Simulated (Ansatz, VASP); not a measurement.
**WC: VASP beside Ansatz**

The input INCAR:

```
  ALGO = Normal
  EDIFF = 1E-6
  ENCUT = 520
  GGA = PE
  ISIF = 2
  ISMEAR = 0
  LASPH = T
  LCHARG = F
  LREAL = F
  LWAVE = F
  NBANDS = 26
  NELM = 80
  PREC = Accurate
  SIGMA = 0.2
```

Contents of KPOINTS:

```
k-points
0
Gamma
  8 8 4
```

File POSCAR:

```
WC
1.0
    0.0000000000      0.0000000000      2.8465286936
    2.9222431135      0.0000000000      0.0000000000
    0.0000000000      5.0614735447      0.0000000000
W C
2 2
Direct
    1.0000000000      0.5000000000      0.5000000000
    0.0000000000      0.0000000000      0.0000000000
    0.5000000000      0.5000000000      0.1666666667
    0.5000000000      1.0000000000      0.6666666667
```

Input for Ansatz:

```yaml
crystal:
  lattice:
    - [0.0, 0.0, 2.8465286936]
    - [2.9222431135, 0.0, 0.0]
    - [0.0, 5.0614735447, 0.0]
  atoms:
    - { symbol: W, position: [1.0, 0.5, 0.5] }
    - { symbol: W, position: [0.0, 0.0, 0.0] }
    - { symbol: C, position: [0.5, 0.5, 0.1666666667] }
    - { symbol: C, position: [0.5, 1.0, 0.6666666667] }
basis:
  ecutwfc: 420
kpoints:
  mp_grid: { grid: [8, 8, 4] }
hamiltonian:
  xc: pbe
scf:
  occupations: { method: gaussian, width: 0.2 }
  lower_state_search: "off"
output:
  forces: true
  stress: true
  eigenvalues: true
```

Alike in both runs: task single point; functional PBE; k mesh 8 × 8 × 4; occupations gaussian, width 0.2 eV; no spin polarisation.

|  | VASP | Ansatz |
| --- | --- | --- |
| version | VASP 6.6.1 | Ansatz 0.2.0 |
| potentials or method | VASP PAW PBE potentials, release 64 (W_sv, C), cutoff 520 eV | scalar-relativistic, plane waves, PAW |
| valence electrons in the cell | 36 | 36 |

|  | VASP | Ansatz | Ansatz less VASP |
| --- | --- | --- | --- |
| gap on the k mesh at the Fermi level (eV) | none | none | - |
| pressure (GPa) | 1.0 | -0.1 | -1.06 |
| traceless stress, the component that is largest in VASP (GPa) | -0.55 | -0.74 | -0.193 |
| rms of the force components (eV/Å) | 0.005 | 0.005 | 0.0000 |

Atom by atom the forces differ by 0.000 eV/Å (rms over components). A gap of «none» marks a metal or a gap that the smearing closes. With one functional, cell and mesh, what is left measures potentials, basis and numerics.

Spin-orbit coupling is off throughout.
